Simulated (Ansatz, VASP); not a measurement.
# Mg2ZnO3 in VASP and in Ansatz

```xyz
6
Lattice="3.0330 0.0000 0.0000 -1.5165 2.6267 0.0000 0.0000 0.0000 7.4033" Properties=species:S:1:pos:R:3 pbc="T T T"
Mg    0.0000    1.7511    4.9291
Mg    1.5165    0.8755    2.4742
Zn    0.0000    0.0000    0.0000
O     0.0000    1.7511    1.2780
O     1.5165    0.8755    6.1254
O     0.0000    0.0000    3.7017
```

Alike in both runs: task single point; functional LDA; k mesh 12 × 12 × 4; no spin polarisation; Hubbard terms Zn d U = 6.0 eV.

```csv
,VASP,Ansatz
version,VASP 6.6.1,Ansatz 0.2.0
potentials or method,"VASP PAW LDA potentials, release 64 (Mg, Zn, O)","plane waves, PAW"
plane-wave cutoff (eV),520,420
occupations,"gaussian, width 0.01 eV",fixed
valence electrons in the cell,34,50
```

Ansatz gave:

- gap on the k mesh at the Fermi level (eV): 3.02

Which values does VASP return?

gap on the k mesh at the Fermi level (eV): 3.14.

LDA's correlation is that of Perdew and Zunger in VASP and of Perdew and Wang (1992) in Ansatz. The programs project onto different local orbitals, so the same U acts differently, and such runs can settle in different states. VASP's potentials hold 34 valence electrons a cell and Ansatz's 50, so a difference there can come from the potentials and not from the codes.
